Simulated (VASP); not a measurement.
Runs of VASP 6.6.1 on VO2. The structure is that of space group P4_2/mnm (No. 136), or close to it. The cells are those of the table. 

| task | level | cell | cutoff (eV) | gap on the mesh (eV) | pressure (GPa) | moment (μB) | largest force (eV/Å) |
| --- | --- | --- | --- | --- | --- | --- | --- |
| single point | PBE | a = 4.555, b = 4.555, c = 2.767 Å, 6 atoms | 600 | none | 10.5 | (a) | 0.04 |
| single point | PBE | a = 4.493, b = 4.493, c = 2.814 Å, 6 atoms | 600 | none | (b) | 2.00 | 0.03 |
| electric field gradients | PBEsol | a = 4.555, b = 4.555, c = 2.853 Å, 6 atoms | 520 | none | -5.6 | 2.00 | 0.02 |
| single point | PBE | a = 4.555, b = 4.555, c = 2.824 Å, 6 atoms | 600 | none | 4.8 | 2.00 | 0.03 |
| single point | PBE | a = 4.555, b = 4.555, c = 2.910 Å, 6 atoms | 600 | none | -2.6 | 2.00 | 0.02 |

Alike in all rows: potentials or basis VASP PAW PBE potentials, release 64 (V_sv, O); spin collinear, ferromagnetic start; k mesh 10 × 10 × 16; smearing fermi-dirac 0.05 eV.

Q: Fill in the values left out.

A: (a) 1.96; (b) 13.1.

Caveats: semilocal functionals often make such compounds metallic where correlation or magnetic order opens a gap, which also shifts bond lengths; the PAW data sets were made with another functional, which shifts forces and pressure a little (some runs).

A gap of «none» marks levels without a gap at the run's occupations.
